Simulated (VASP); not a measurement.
CdS, 2 atoms in the cell. Symmetry: F-43m, No. 216, cubic system. Conventional cell: a = 5.925 Å, b = 5.925 Å, c = 5.925 Å, α = 90.00°, β = 90.00°, γ = 90.00°. Within 3.4 Å of Cd (site symmetry -43m) lie 4 S at 2.57 Å. Within 3.4 Å of S (site symmetry -43m) lie 4 Cd at 2.57 Å.  This cell differs from its parent crystal: volume scaled by 1.02.

| Item | Value |
| --- | --- |
| Program | VASP 6.6.1 |
| Task | electric field gradients |
| Functional | PBEsol |
| Potentials or basis | VASP PAW PBE potentials, release 64 (Cd, S) |
| Cutoff | 520 eV |
| k mesh | 7 × 7 × 7 |
| Occupations | fermi-dirac, width 0.02 eV |
| Spin | no spin polarisation |
| Dipole correction | no |
| Further INCAR settings | ALGO = Normal; EDIFF = 1e-08; NBANDS = 16 |

Potentials or basis: VASP PAW PBE potentials, release 64 (Cd, S).

Launch:

```bash
$ cat potpaw_PBE.64/Cd/POTCAR potpaw_PBE.64/S/POTCAR > POTCAR
$ mpirun -np 1 vasp_std > vasp.out
```

Hardware: 1 thread of Intel(R) Xeon(R) Platinum 8488C (Sapphire Rapids), on a shared host.

Task: How long does it take, and how much memory?

Result: It took 14 s on 1 thread of Intel(R) Xeon(R) Platinum 8488C (Sapphire Rapids), on a shared host, peak memory 0.18 GiB. Counts: scf iterations 15, k points 20.
